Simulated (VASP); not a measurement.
Crystal: Li2O.

```xyz
3
Lattice="0.0000 2.3269 2.3269 2.3269 0.0000 2.3269 2.3269 2.3269 0.0000" Properties=species:S:1:pos:R:3 pbc="T T T"
Li    3.4903    3.4903    3.4903
Li    1.1634    1.1634    1.1634
O     0.0000    0.0000    0.0000
```

Program: VASP 6.6.1. Alike in all runs: potentials or basis VASP PAW PBE potentials, release 64 (Li_sv, O); no spin polarisation; cell as given.

Order these runs on this cell by their band gap on the k mesh, lowest first.
A. level PBE+D3(BJ); k mesh 4 × 4 × 4; cutoff (eV) 750; smearing gaussian 0.1 eV
B. level RPBE; k mesh 1 × 1 × 1; cutoff (eV) 750; smearing fermi-dirac 0.051704 eV
C. level PBE; k mesh 2 × 2 × 2; cutoff (eV) 650; smearing gaussian 0.1 eV
D. level PBE; k mesh 2 × 2 × 2, shifted; cutoff (eV) 750; smearing gaussian 0.01 eV

B (3.62 eV), C (4.75 eV), A (4.93 eV), D (5.50 eV).

Caveats: all runs use coarse meshes; three body term missing (some runs).

A k mesh can miss the band edges, odd and even meshes differently.
